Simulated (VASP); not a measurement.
Input of a VASP 6.6.1 run:

The input INCAR:

```
SYSTEM = MnS
PREC = Accurate ; ENCUT = 520
EDIFF = 1E-6 ; ISMEAR = -1
SIGMA = 0.05 ; LREAL = .FALSE.
LASPH = .TRUE. ; NELM = 150
ALGO = Normal ; ISIF = 2
LWAVE = .FALSE. ; LCHARG = .FALSE.
LMAXMIX = 4 ; LDAU = .TRUE.
LDAUTYPE = 2 ; LDAUL = 2 -1
LDAUU = 4 0 ; LDAUJ = 0 0
LDAUPRINT = 1 ; GGA = PE
NBANDS = 27
```

File KPOINTS:

```
regular mesh
0
G
  4 8 8
  0 0 0
```

The input POSCAR:

```
MnS
1.0
    0.0000000000      5.6000000000      5.6000000000
    2.8000000000      0.0000000000      2.8000000000
    2.8000000000      2.8000000000      0.0000000000
Mn S
2 2
Direct
    0.0000000000      0.0000000000      0.0000000000
    0.5000000000      0.0000000000      0.0000000000
    0.1250000000      0.2500000000      0.2500000000
    0.6250000000      0.2500000000      0.2500000000
```

Potentials or basis: VASP PAW PBE potentials, release 64 (Mn_pv, S).

The run is started by

```bash
$ cat potpaw_PBE.64/Mn_pv/POTCAR potpaw_PBE.64/S/POTCAR > POTCAR
$ mpirun -np 1 vasp_std > vasp.out
```

(1) Predict the band gap on the k mesh.

(2) Predict the pressure.

## Answers

(1) zero (bands 19 and 20 overlap by 1.32 eV).

(2) -14.3 GPa.

Caveat: the cell stands under tension; the run has no spin polarisation, though such a crystal can be magnetic; U without spin polarisation on a metal has little footing.
